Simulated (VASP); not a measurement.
Write the native input for VASP 6.6.1 that does the following.

| Property | Result |
| --- | --- |
| Task | single point |
| Functional | BLYP |
| Potentials or basis | VASP PAW PBE potentials, release 64 (Ni) |
| Cutoff | 520 eV |
| k mesh | 17 × 17 × 17 |
| Occupations | fermi-dirac, width 0.1 eV |
| Spin | no spin polarisation |
| Dipole correction | no |
| Further INCAR settings | ALGO = Normal; EDIFF = 1e-06; NBANDS = 11 |

The structure of Ni lies in POSCAR:

```
Ni
1.0
   -1.4022589233      1.4022589233      1.4022589233
    1.4022589233     -1.4022589233      1.4022589233
    1.4022589233      1.4022589233     -1.4022589233
Ni
1
Direct
    0.0000000000      0.0000000000      0.0000000000
```

This cell differs from its parent crystal: volume scaled by 0.96.

These files were run (other wordings do the same):

INCAR

```
SYSTEM = Ni
PREC = Accurate
ENCUT = 520
EDIFF = 1E-6
ISMEAR = -1
SIGMA = 0.1
LREAL = .False.
LASPH = .True.
NELM = 80
ALGO = Normal
ISIF = 2
LWAVE = .False.
LCHARG = .True.
GGA = B5
ALDAX = 1.0
AGGAX = 1.0
AGGAC = 1.0
ALDAC = 0.0
LELF = .True.
LVHAR = .True.
NBANDS = 11
```

KPOINTS

```
regular mesh
0
Gamma
  17 17 17
  0 0 0
```

Potentials or basis: VASP PAW PBE potentials, release 64 (Ni).

Launch:

```console
$ cat potpaw_PBE.64/Ni/POTCAR > POTCAR
$ mpirun -np 1 vasp_std > vasp.out
```

It gave:

| Quantity | Value |
| --- | --- |
| Pressure | 7.6 GPa |
| Band gap on the k mesh | zero (band 5 reaches 9.82 eV, above the bottom of band 6 at 8.81 eV) |

Caveat: the PAW data sets were made with another functional, which shifts forces and pressure a little; the run has no spin polarisation, though such a crystal can be magnetic.

Wall time 30 s on 1 thread of Intel Xeon 8259CL, with other jobs on the host, peak memory 0.13 GiB.
